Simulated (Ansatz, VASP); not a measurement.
# InSb in VASP and in Ansatz

```xyz
2
Lattice="0.0000 3.2715 3.2391 3.2715 0.0000 3.2391 3.2715 3.2715 0.0000" Properties=species:S:1:pos:R:3 pbc="T T T"
In    0.0000    0.0000    0.0000
Sb    4.9072    4.9072    4.8586
```

Change from the starting cell: equal xx and yy strain of +1 %.

Alike in both runs: task single point; functional LDA; k mesh 10 × 10 × 10; occupations fermi-dirac, width 0.03 eV; no spin polarisation.

```csv
,VASP,Ansatz
version,VASP 6.6.1,Ansatz 0.2.0
potentials or method,"VASP PAW LDA potentials, release 64 (In_d, Sb), cutoff 520 eV","all-electron LAPW, scalar-relativistic"
```

|  | VASP | Ansatz | Ansatz less VASP |
| --- | --- | --- | --- |
| pressure (GPa) | -1.3 | -1.4 | -0.06 |
| traceless stress, the component that is largest in VASP (GPa) | 0.19 | 0.19 | 0.000 |

LDA's correlation is that of Perdew and Zunger in VASP and of Perdew and Wang (1992) in Ansatz. Ansatz ran all-electron here, and VASP with PAW potentials.

Spin-orbit coupling is off throughout.
